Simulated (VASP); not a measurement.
# Ir in VASP: a series of runs

The runs below take Ir through single point, with PBEsol.

Program: VASP 6.6.1. These are calculated values, not measurements. Logs are shortened: lines on timing, memory, paths and dates and some standing lists are left out, and cuts for length are marked.

### 1 The cell of the first run

The structure is cubic, space group Fm-3m (No. 225). The conventional cell has a = 3.915 Å, b = 3.915 Å, c = 3.915 Å, α = 90.00°, β = 90.00°, γ = 90.00°. Ir (site symmetry m-3m) has 12 Ir at 2.77 Å within 3.6 Å.

### 2 Single point, PBEsol (volume scaled by 1.06)

INCAR reads:

```
ALGO = Normal ; EDIFF = 1E-6
ENCUT = 520 ; GGA = PS
ISIF = 2 ; ISMEAR = -1
LASPH = T ; LCHARG = T
LELF = T ; LREAL = F
LVHAR = T ; LWAVE = F
NBANDS = 10 ; NELM = 60
PREC = Accurate ; SIGMA = 0.05
```

KPOINTS reads:

```
k-points
0
Gamma
  18 18 18
```

POSCAR reads:

```
Ir
1.0
    0.0000000000      1.9573507352      1.9573507352
    1.9573507352      0.0000000000      1.9573507352
    1.9573507352      1.9573507352      0.0000000000
Ir
1
Direct
    0.0000000000      0.0000000000      0.0000000000
```

Potentials or basis: VASP PAW PBE potentials, release 64 (Ir).

The run is started by

```bash
$ cat potpaw_PBE.64/Ir/POTCAR > POTCAR
$ mpirun -np 1 vasp_std > vasp.out
```

OUTCAR:

```text
EDIFF = 1E-6
   ENCUT = 520
   GGA = PS
   ISIF = 2
   ISMEAR = -1
   LASPH = T
   LREAL = F
   NELM = 60
   PREC = Accurate

 ion  position               nearest neighbor table
   1  0.000  0.000  0.000-

  LATTYP: Found a face centered cubic cell.
 ALAT       =     3.9147014704

  Lattice vectors:

 A1 = (   0.0000000000,   1.9573507352,   1.9573507352)
 A2 = (   1.9573507352,   0.0000000000,   1.9573507352)
 A3 = (   1.9573507352,   1.9573507352,   0.0000000000)

Analysis of symmetry for initial positions (statically):
=====================================================================
 Subroutine PRICEL returns:
 Original cell was already a primitive cell.

 Routine SETGRP: Setting up the symmetry group for a
 face centered cubic supercell.

 Subroutine GETGRP returns: Found 48 space group operations
 (whereof 48 operations were pure point group operations)
 out of a pool of 48 trial point group operations.

The static configuration has the point symmetry O_h .

Analysis of symmetry for dynamics (positions and initial velocities):
=====================================================================
 Subroutine PRICEL returns:
 Original cell was already a primitive cell.

 Routine SETGRP: Setting up the symmetry group for a
 face centered cubic supercell.

 Subroutine GETGRP returns: Found 48 space group operations
 (whereof 48 operations were pure point group operations)
 out of a pool of 48 trial point group operations.

The dynamic configuration has the point symmetry O_h .

 Subroutine INISYM returns: Found 48 space group operations
 (whereof 48 operations are pure point group operations),
 and found     1 'primitive' translations

----------------------------------------------------------------------------------------

                                     Primitive cell

  volume of cell :      14.9981

  direct lattice vectors                    reciprocal lattice vectors
     0.000000000  1.957350735  1.957350735    -0.255447320  0.255447320  0.255447320
     1.957350735  0.000000000  1.957350735     0.255447320 -0.255447320  0.255447320
     1.957350735  1.957350735  0.000000000     0.255447320  0.255447320 -0.255447320

  length of vectors
     2.768111956  2.768111956  2.768111956     0.442447737  0.442447737  0.442447737

  position of ions in fractional coordinates (direct lattice)
     0.000000000  0.000000000  0.000000000

  ion indices of the primitive-cell ions
   primitive index   ion index
                 1           1

----------------------------------------------------------------------------------------

 KPOINTS: k-points

Automatic generation of k-mesh.
 Grid dimensions read from file:
 generate k-points for:   18   18   18

 Generating k-lattice:

  Cartesian coordinates                     Fractional coordinates (reciprocal lattice)
    -0.014191518  0.014191518  0.014191518     0.055555556  0.000000000  0.000000000
     0.014191518 -0.014191518  0.014191518     0.000000000  0.055555556  0.000000000
     0.014191518  0.014191518 -0.014191518     0.000000000  0.000000000  0.055555556

  Length of vectors
     0.024580430  0.024580430  0.024580430

  Shift w.r.t. Gamma in fractional coordinates (k-lattice)
     0.000000000  0.000000000  0.000000000

 Subroutine IBZKPT returns following result:
 ===========================================

 Found    195 irreducible k-points:

 Following reciprocal coordinates:
            Coordinates               Weight
  0.000000  0.000000  0.000000      1.000000
  0.055556  0.000000  0.000000      8.000000
  0.111111  0.000000  0.000000      8.000000
  0.166667  0.000000  0.000000      8.000000
  0.222222  0.000000  0.000000      8.000000
  0.277778  0.000000  0.000000      8.000000
[... 16 lines left out ...]
 -0.277778  0.055556  0.000000     24.000000
 -0.222222  0.055556  0.000000     24.000000
 [... further k-points ...]
   k-points           NKPTS =    195   k-points in BZ     NKDIM =    195   number of bands    NBANDS=     10
   number of dos      NEDOS =    301   number of ions     NIONS =      1
   total plane-waves  NPLWV =  13824
   dimension x,y,z NGX =    24 NGY =   24 NGZ =   24
   dimension x,y,z NGXF=    48 NGYF=   48 NGZF=   48
   ions per type =               1
   NGX,Y,Z   is equivalent  to a cutoff of  14.41, 14.41, 14.41 a.u.
   NGXF,Y,Z  is equivalent  to a cutoff of  28.83, 28.83, 28.83 a.u.
 SYSTEM =  unknown system
   PREC   = accura    normal or accurate (medium, high low for compatibility)
   ISTART =      0    job   : 0-new  1-cont  2-samecut
   ICHARG =      2    charge: 1-file 2-atom 10-const
   ISPIN  =      1    spin polarized calculation?
   LNONCOLLINEAR =      F non collinear calculations
   LSORBIT =      F    spin-orbit coupling
   LASPH  =      T    aspherical Exc in radial PAW
   ENCUT  =  520.0 eV  38.22 Ry    6.18 a.u.   5.15  5.15  5.15*2*pi/ulx,y,z
   NELM   =     60;   NELMIN=  2; NELMDL= -5     # of ELM steps
   EDIFF  = 0.1E-05   stopping-criterion for ELM
   LREAL  =      F    real-space projection
   EDIFFG = 0.1E-04   stopping-criterion for IOM
   NSW    =      0    number of steps for IOM
   IBRION =     -1    ionic relax: 0-MD 1-quasi-New 2-CG
   NFREE  =      0    steps in history (QN), initial steepest desc. (CG)
   ISIF   =      2    stress and relaxation
   ISYM   =      2    0-nonsym 1-usesym 2-fastsym
   POTIM  = 0.5000    time-step for ionic-motion
   TEBEG  =    0.0;   TEEND  =   0.0 temperature during run
   PSTRESS=    0.0 pullay stress
   NELECT =       9.0000    total number of electrons
   NUPDOWN=      -1.0000    fix difference up-down
   EMIN   =  10.00;   EMAX   =-10.00  energy-range for DOS
   EFERMI =   0.00;   METHOD = LEGACY
   ISMEAR =    -1;   SIGMA  =   0.05  broadening in eV -4-tet -1-fermi 0-gaus
   EFERMI_NEDOS =   21; number of points for ismear=-14 and -15
   IALGO  =     38    algorithm
   IMIX   =      4    mixing-type and parameters
     AMIX     =   0.40;   BMIX     =  1.00
     AMIX_MAG =   1.60;   BMIX_MAG =  1.00
  volume/ion in A,a.u.               =      15.00       101.21
  Fermi-wavevector in a.u.,A,eV,Ry     =   1.380841  2.609411 25.942527  1.906722
  Thomas-Fermi vector in A             =   2.505681
   LORBIT       =      0    0 simple, 1 ext, 2 COOP (PROOUT), +10 PAW based schemes
   GGA     = PS    functional components
   LHFCALC =     F    Hartree Fock is set to
   AEXX    =    0.0000 exact exchange contribution
   IVDW    =     0    specifies the selected vdW correction
   LEPSILON=     F    determine dielectric tensor
   LRPA    =     F    only Hartree local field effects (RPA)
 non-spin polarized calculation
  energy-cutoff  :      520.00
  volume of cell :       15.00
 maximum number of plane-waves:       419
 NGX is ok and might be reduce to    24
   NGX = 11   NGY = 11   NGZ = 11

 number of electron       9.0000001 magnetization

 Free energy of the ion-electron system (eV)
  ---------------------------------------------------
  ext. energy  EPLUGINS =         0.00000000
  ---------------------------------------------------
  free energy    TOTEN  =        -9.76212189 eV

  energy without entropy =       -9.75310275  energy(sigma->0) =       -9.75761232

 E-fermi :   9.2802     XC(G=0): -13.7607

 val. band max:        9.2675543166   @ k =   0.5000   0.3889   0.0556
 cond. band min:       9.2825616089   @ k =   0.5000   0.2222   0.1111
 fundamental gap:      0.0150072923
 Fermi energy:         9.2802247740

 k-point     1 :       0.0000    0.0000    0.0000
  band No.  band energies     occupation
      1      -1.3100      2.00000
      2       5.6891      2.00000
      3       5.6891      2.00000
      4       5.6891      2.00000
      5       8.1633      2.00000
      6       8.1633      2.00000
      7      23.6768      0.00000
      8      28.9045      0.00000
      9      28.9045      0.00000
     10      28.9045      0.00000

 k-point     2 :       0.0556    0.0000    0.0000
  band No.  band energies     occupation
      1      -1.1805      2.00000
      2       5.6221      2.00000
      3       5.7445      2.00000
      4       5.7445      2.00000
      5       8.1287      2.00000
      6       8.1287      2.00000
      7      23.8944      0.00000
      8      28.1715      0.00000
      9      29.1111      0.00000
     10      29.1111      0.00000

 k-point     3 :       0.1111    0.0000    0.0000
  band No.  band energies     occupation
      1      -0.8044      2.00000
      2       5.4493      2.00000
      3       5.8898      2.00000
      4       5.8898      2.00000
      5       8.0537      2.00000
      6       8.0537      2.00000
      7      24.4906      0.00000
      8      26.7251      0.00000
      9      29.7103      0.00000
     10      29.7103      0.00000

 k-point     4 :       0.1667    0.0000    0.0000
  band No.  band energies     occupation
      1      -0.2240      2.00000
      2       5.2505      2.00000
      3       6.0537      2.00000
      4       6.0537      2.00000
      5       8.0267      2.00000
      6       8.0267      2.00000
      7      25.1061      0.00000
      8      25.3169      0.00000
      9      30.6389      0.00000
     10      30.6389      0.00000
[... 222 lines left out ...]
 k-point    22 :      -0.3333    0.0556    0.0000
  band No.  band energies     occupation
      1       1.7122      2.00000
      2       5.7869      2.00000
      3       5.9181      2.00000
      4       6.1202      2.00000
      5       8.9150      1.99865
      6       9.7322      0.00024
      7      19.4332      0.00000
      8      24.4722      0.00000
      9      29.2607      0.00000
     10      31.2954      0.00000

 k-point    23 :      -0.2778    0.0556    0.0000
  band No.  band energies     occupation
      1       1.3931      2.00000
      2       5.3610      2.00000
      3       5.9832      2.00000
      4       6.0836      2.00000
      5       8.3488      2.00000
      6       9.1782      1.77013
      7      21.3402      0.00000
      8      25.3235      0.00000
      9      30.2124      0.00000
     10      32.5450      0.00000

 k-point    24 :      -0.2222    0.0556    0.0000
  band No.  band energies     occupation
      1       0.8087      2.00000
      2       5.0661      2.00000
      3       6.1157      2.00000
      4       6.2016      2.00000
      5       7.9083      2.00000
      6       8.6875      1.99999
      7      23.0937      0.00000
      8      25.9126      0.00000
      9      30.6190      0.00000
     10      31.8967      0.00000

 [... further k-points ...]
[... 5 lines left out ...]
  --------------------------------------------------------------------------------------
  -------------------------------------------------------------------------------------
  Total       -1.9491067     -1.9491067     -1.9491067      0.0000000      0.0000000      0.0000000
  in kB     -208.2141536   -208.2141536   -208.2141536      0.0000000      0.0000000      0.0000000
  external PRESSURE =    -208.2141536 kB  Pullay stress =       0.0000000 kB

 VOLUME and BASIS-vectors are now :
 -----------------------------------------------------------------------------
  energy-cutoff  :      520.00
  volume of cell :       15.00
      direct lattice vectors                 reciprocal lattice vectors
     0.000000000  1.957350735  1.957350735    -0.255447320  0.255447320  0.255447320
     1.957350735  0.000000000  1.957350735     0.255447320 -0.255447320  0.255447320
     1.957350735  1.957350735  0.000000000     0.255447320  0.255447320 -0.255447320

 POSITION                                       TOTAL-FORCE (eV/Angst)
 -----------------------------------------------------------------------------------
      0.00000      0.00000      0.00000         0.000000      0.000000      0.000000
 -----------------------------------------------------------------------------------
    total drift:                               -0.000000      0.000000      0.000000

  FREE ENERGIE OF THE ION-ELECTRON SYSTEM (eV)
  ---------------------------------------------------
  free  energy   TOTEN  =        -9.7621218865 eV

  energy  without entropy=       -9.7531027479  energy(sigma->0) =       -9.75761232
```

It took 26 s on 1 thread of Intel Xeon Platinum 8488C (Sapphire Rapids), shared host; peak memory 0.17 GiB.

What came out:

```
Free energy : -9.7621 eV
Pressure    : -20.8 GPa
```

Caveat: the PAW data sets were made with another functional, which shifts forces and pressure a little; spin-orbit coupling is left out, which moves the levels of the heavy elements.

(Part 1 of 2 ends here.)
